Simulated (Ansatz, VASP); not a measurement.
## MgO: VASP beside Ansatz

```
Mg O
1.0
     3.28029    0.00000    0.00000
    -1.64014    2.84081    0.00000
     0.00000    0.00000   21.02175
Mg O
8 8
Direct
  0.00000 0.00000 0.99910
  0.33333 0.66667 0.12344
  0.66667 0.33333 0.24912
  0.33333 0.66667 0.37345
  0.00000 0.00000 0.49949
  0.66667 0.33333 0.62513
  0.00000 0.00000 0.74947
  0.33333 0.66667 0.87514
  0.00000 0.00000 0.09384
  0.33333 0.66667 0.21904
  0.66667 0.33333 0.34385
  0.33333 0.66667 0.46907
  0.00000 0.00000 0.59507
  0.66667 0.33333 0.71986
  0.00000 0.00000 0.84507
  0.33333 0.66667 0.96985
```

Alike in both runs: functional PBE; k mesh 12 × 12 × 1; occupations gaussian, width 0.02 eV; no spin polarisation.

Ansatz relaxed the structure, and its values are those at the end. VASP's run is a single point on that final structure, the one shown.

```csv
,VASP,Ansatz
version,VASP 6.6.1,Ansatz 0.2.0
potentials or method,"VASP PAW PBE potentials, release 64 (Mg, O), cutoff 520 eV","scalar-relativistic, plane waves, PAW"
valence electrons in the cell,64,128
```

```tsv
	VASP	Ansatz	Ansatz less VASP
gap on the k mesh at the Fermi level (eV)	3.43	3.45	+0.018
least direct gap on the mesh (eV)	3.43	3.45	+0.018
pressure (GPa)	-0.4	0.0	+0.42
```

The functional is the same, so the differences come from potentials, cutoffs and numerics. VASP's potentials hold 64 valence electrons a cell and Ansatz's 128, so a difference there can come from the potentials and not from the codes.
